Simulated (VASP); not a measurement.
# NaCl (Fm-3m) in VASP: a series of runs, part 2 of 2

VASP 6.6.1. Earlier steps stand in the parts before.

## Step 3: Single point, PBEsol

This run uses another cell than the first one, of 21.97 Å³/atom.

Input file INCAR:

```
PREC = Accurate
ENCUT = 520
EDIFF = 1E-6
ISMEAR = -1
SIGMA = 0.02
LREAL = F
LASPH = T
NELM = 60
ALGO = Normal
ISIF = 2
LWAVE = F
LCHARG = F
GGA = PS
NBANDS = 14
```

Input file KPOINTS:

```
Automatic mesh
0
Gamma
  8 8 8
```

Input file POSCAR:

```
NaCl
1.0
    0.0000000000      2.8009166669      2.8009166669
    2.8009166669      0.0000000000      2.8009166669
    2.8009166669      2.8009166669      0.0000000000
Na Cl
1 1
Direct
    0.0000000000      0.0000000000      0.0000000000
    0.5000000000      0.5000000000      0.5000000000
```

Potentials or basis: VASP PAW PBE potentials, release 64 (Na_pv, Cl).

The run is started by

```sh
> cat potpaw_PBE.64/Na_pv/POTCAR potpaw_PBE.64/Cl/POTCAR > POTCAR
> mpirun -np 1 vasp_std > vasp.out
```

OUTCAR:

```text
PREC = Accurate
   ENCUT = 520
   EDIFF = 1E-6
   ISMEAR = -1
   LREAL = F
   LASPH = T
   NELM = 60
   ISIF = 2
   GGA = PS

 ion  position               nearest neighbor table
   1  0.000  0.000  0.000-
   2  0.500  0.500  0.500-

  LATTYP: Found a face centered cubic cell.
 ALAT       =     5.6018333338

  Lattice vectors:

 A1 = (   0.0000000000,   2.8009166669,   2.8009166669)
 A2 = (   2.8009166669,   0.0000000000,   2.8009166669)
 A3 = (   2.8009166669,   2.8009166669,   0.0000000000)

Analysis of symmetry for initial positions (statically):
=====================================================================
 Subroutine PRICEL returns:
 Original cell was already a primitive cell.

 Routine SETGRP: Setting up the symmetry group for a
 face centered cubic supercell.

 Subroutine GETGRP returns: Found 48 space group operations
 (whereof 48 operations were pure point group operations)
 out of a pool of 48 trial point group operations.

The static configuration has the point symmetry O_h .

Analysis of symmetry for dynamics (positions and initial velocities):
=====================================================================
 Subroutine PRICEL returns:
 Original cell was already a primitive cell.

 Routine SETGRP: Setting up the symmetry group for a
 face centered cubic supercell.

 Subroutine GETGRP returns: Found 48 space group operations
 (whereof 48 operations were pure point group operations)
 out of a pool of 48 trial point group operations.

The dynamic configuration has the point symmetry O_h .

 Subroutine INISYM returns: Found 48 space group operations
 (whereof 48 operations are pure point group operations),
 and found     1 'primitive' translations

----------------------------------------------------------------------------------------

[... 118 lines left out ...]
   LHFCALC =     F    Hartree Fock is set to
   AEXX    =    0.0000 exact exchange contribution
   IVDW    =     0    specifies the selected vdW correction
   LEPSILON=     F    determine dielectric tensor
   LRPA    =     F    only Hartree local field effects (RPA)
 non-spin polarized calculation
  energy-cutoff  :      520.00
  volume of cell :       43.95
 maximum number of plane-waves:      1243
 NGX is ok and might be reduce to    30
   NGX = 15   NGY = 15   NGZ = 15

 number of electron      14.0000004 magnetization

 Free energy of the ion-electron system (eV)
  ---------------------------------------------------
  ext. energy  EPLUGINS =         0.00000000
  ---------------------------------------------------
  free energy    TOTEN  =        -6.99828091 eV

  energy without entropy =       -6.99828091  energy(sigma->0) =       -6.99828091

 E-fermi :  -0.1569     XC(G=0):  -8.4236

 val. band max:       -0.6662606089   @ k =   0.0000   0.0000   0.0000
 cond. band min:       4.3406845109   @ k =   0.0000   0.0000   0.0000
 fundamental gap:      5.0069451198
 Fermi energy:        -0.1569004858

 k-point     1 :       0.0000    0.0000    0.0000
  band No.  band energies     occupation
      1     -21.2799      2.00000
      2     -21.2799      2.00000
      3     -21.2799      2.00000
      4     -13.3578      2.00000
      5      -0.6663      2.00000
      6      -0.6663      2.00000
      7      -0.6663      2.00000
      8       4.3407      0.00000
      9      10.3506      0.00000
     10      10.3506      0.00000
     11      10.3506      0.00000
     12      12.5982      0.00000
     13      12.5982      0.00000
     14      14.0048      0.00000
[... 377 lines left out ...]
      1     -21.3069      2.00000
      2     -21.2891      2.00000
      3     -21.2848      2.00000
      4     -12.9560      2.00000
      5      -2.4140      2.00000
      6      -1.4782      2.00000
      7      -1.1032      2.00000
      8       7.5310      0.00000
      9       8.8755      0.00000
     10       9.5122      0.00000
     11      11.0316      0.00000
     12      13.6611      0.00000
     13      14.9767      0.00000
     14      16.0571      0.00000

 [... further k-points ...]

------------------------ aborting loop because EDIFF is reached ----------------------------------------

  FORCE on cell =-STRESS in cart. coord.  units (eV):
  Direction    XX          YY          ZZ          XY          YZ          ZX
  --------------------------------------------------------------------------------------
  -------------------------------------------------------------------------------------
  Total        0.0065112      0.0065112      0.0065112      0.0000000      0.0000000     -0.0000000
  in kB        0.2373780      0.2373780      0.2373780      0.0000000      0.0000000     -0.0000000
  external PRESSURE =       0.2373780 kB  Pullay stress =       0.0000000 kB

 VOLUME and BASIS-vectors are now :
 -----------------------------------------------------------------------------
  energy-cutoff  :      520.00
  volume of cell :       43.95
      direct lattice vectors                 reciprocal lattice vectors
     0.000000000  2.800916667  2.800916667    -0.178512987  0.178512987  0.178512987
     2.800916667  0.000000000  2.800916667     0.178512987 -0.178512987  0.178512987
     2.800916667  2.800916667  0.000000000     0.178512987  0.178512987 -0.178512987

 POSITION                                       TOTAL-FORCE (eV/Angst)
 -----------------------------------------------------------------------------------
      0.00000      0.00000      0.00000        -0.000000      0.000000      0.000000
      2.80092      2.80092      2.80092         0.000000     -0.000000      0.000000
 -----------------------------------------------------------------------------------
    total drift:                               -0.000000      0.000000      0.000000

  FREE ENERGIE OF THE ION-ELECTRON SYSTEM (eV)
  ---------------------------------------------------
  free  energy   TOTEN  =        -6.9982809077 eV

  energy  without entropy=       -6.9982809077  energy(sigma->0) =       -6.99828091
```

OSZICAR:

```text
N       E                     dE             d eps       ncg     rms          rms(c)
DAV:   1     0.961541485113E+02    0.96154E+02   -0.70671E+03   818   0.101E+03
DAV:   2     0.346349627515E+00   -0.95808E+02   -0.88487E+02   888   0.270E+02
DAV:   3    -0.704075872060E+01   -0.73871E+01   -0.73407E+01  1100   0.691E+01
DAV:   4    -0.715753374499E+01   -0.11678E+00   -0.11673E+00   950   0.952E+00
DAV:   5    -0.715995710917E+01   -0.24234E-02   -0.24232E-02  1048   0.138E+00    0.192E+00
DAV:   6    -0.700542368715E+01    0.15453E+00   -0.24954E-01   998   0.350E+00    0.137E+00
DAV:   7    -0.699491367217E+01    0.10510E-01   -0.61766E-02  1118   0.164E+00    0.931E-01
DAV:   8    -0.699836271265E+01   -0.34490E-02   -0.75273E-03   914   0.794E-01    0.285E-01
DAV:   9    -0.699825241635E+01    0.11030E-03   -0.20196E-04  1010   0.109E-01    0.170E-01
DAV:  10    -0.699829038277E+01   -0.37966E-04   -0.26269E-04   938   0.104E-01    0.554E-02
DAV:  11    -0.699828156610E+01    0.88167E-05   -0.17340E-05  1058   0.322E-02    0.170E-02
DAV:  12    -0.699828090769E+01    0.65842E-06   -0.27202E-06   950   0.108E-02
   1 F= -.69982809E+01 E0= -.69982809E+01  d E =-.973718E-13
```

Wall time 13 s (1 thread of Intel Xeon 6975P-C (Granite Rapids), shared host); peak memory 0.16 GiB.

What came out:

- Free energy: -6.9983 eV
- Pressure: 0.0 GPa
- Band gap on the k mesh: 5.01 eV

Caveat: the PAW data sets were made with another functional, which shifts forces and pressure a little. As with any semilocal functional, this PBEsol gap is likely too small.
